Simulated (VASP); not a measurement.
**Hf: relaxation of volume and atoms at fixed shape with LDA**

Hf:

```
Hf
1.0
     3.19670    0.00000    0.00000
    -1.59835    2.76842    0.00000
     0.00000    0.00000    5.05780
Hf
2
Direct
  0.33333 0.66667 0.25000
  0.66667 0.33333 0.75000
```

```yaml
Program: VASP 6.6.1
Task: relaxation of volume and atoms at fixed shape
Functional: LDA
Potentials_or_basis: VASP PAW LDA potentials, release 64 (Hf_pv)
Cutoff: 500 eV
k_mesh: 7 × 7 × 4
Occupations: gaussian, width 0.05 eV
Spin: no spin polarisation
Dipole_correction: no
Further_INCAR_settings: ALGO = Normal; EDIFF = 1e-07; IBRION = 2; EDIFFG = -0.01; NSW = 50; ISIF = 8
```

```yaml
Relaxed_volume: 20.89 Å³/atom
Relaxed_cell: a = 3.124 Å, b = 3.124 Å, c = 4.943 Å, α = 90.00°, β = 90.00°, γ = 120.00°
Space_group_after_relaxing_to_0.1_Å: P6_3/mmc (No. 194)
Energy_gained_by_relaxing: 35.4 meV/atom
Ionic_steps: 4
Pressure_after_relaxing: 0.0 GPa
Band_gap_on_the_k_mesh: zero (bands 10 and 11 overlap by 1.23 eV)
```

Stress tensor (GPa, compression positive):
```
-0.17  0.00  0.00
 0.00 -0.17  0.00
 0.00  0.00  0.30
```

The path:
```tsv
step	energy change (eV)	largest force (eV/Å)	pressure (GPa)	volume (Å³)
1	0.0000	0.0000	-7.33	44.76
2	0.0415	0.0000	11.55	38.45
3	-0.0708	0.0000	-0.20	41.84
4	-0.0709	0.0000	-0.01	41.78
```

Final structure:
```xyz
2
Lattice="3.1240 0.0000 0.0000 -1.5620 2.7055 0.0000 0.0000 0.0000 4.9428" Properties=species:S:1:pos:R:3 pbc="T T T"
Hf    0.0000    1.8037    1.2357
Hf    1.5620    0.9018    3.7071
```

Levels at points of the mesh, in eV from the Fermi level:
| k point | band 6 | band 7 | band 8 | band 9 | band 10 | band 11 | band 12 | band 13 | band 14 |
| --- | --- | --- | --- | --- | --- | --- | --- | --- | --- |
| (0.00, 0.00, 0.00) | -29.90 | -7.65 | -4.03 | 0.96 | 1.02 | 1.02 | 1.32 | 1.91 | 1.91 |
| (0.00, 0.00, 0.50) | -29.99 | -5.54 | -5.54 | 0.01 | 0.01 | 0.89 | 0.89 | 0.89 | 0.89 |

It took 32 s on 1 thread of Intel(R) Xeon(R) 6975P-C (Granite Rapids) (shared host), peak memory 0.15 GiB.

Caveat: spin-orbit coupling is left out, which moves the levels of the heavy elements. LDA usually gives volumes a few per cent too small.
